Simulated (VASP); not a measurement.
A run of VASP 6.6.1 is set up as follows.

File INCAR:

```
SYSTEM = BAs
PREC = Accurate ; ENCUT = 520
EDIFF = 1E-7 ; ISMEAR = 0
SIGMA = 0.05 ; LREAL = .FALSE.
LASPH = .TRUE. ; NELM = 60
ALGO = Normal ; ISIF = 2
LWAVE = .FALSE. ; LCHARG = .FALSE.
GGA = PE ; NBANDS = 11
```

Contents of KPOINTS:

```
regular mesh
0
G
  12 12 12
  0 0 0
```

POSCAR

```
BAs
1.0
    0.0000000000      2.3885000000      2.3885000000
    2.3885000000      0.0000000000      2.3885000000
    2.3885000000      2.3885000000      0.0000000000
B As
1 1
Direct
    0.0000000000      0.0000000000      0.0000000000
    0.7500000000      0.7500000000      0.7500000000
```

Potentials or basis: VASP PAW PBE potentials, release 64 (B, As).

Run with:

```console
$ cat potpaw_PBE.64/B/POTCAR potpaw_PBE.64/As/POTCAR > POTCAR
$ mpirun -np 1 vasp_std > vasp.out
```

Question: Predict the pressure.

Answer: 3.4 GPa.

Question: Predict the band gap on the k mesh.

Answer: 1.18 eV, indirect (least direct gap 3.28 eV).

A k mesh can miss the band edges. A hybrid or GW would open this gap; PBE tends to underestimate it.
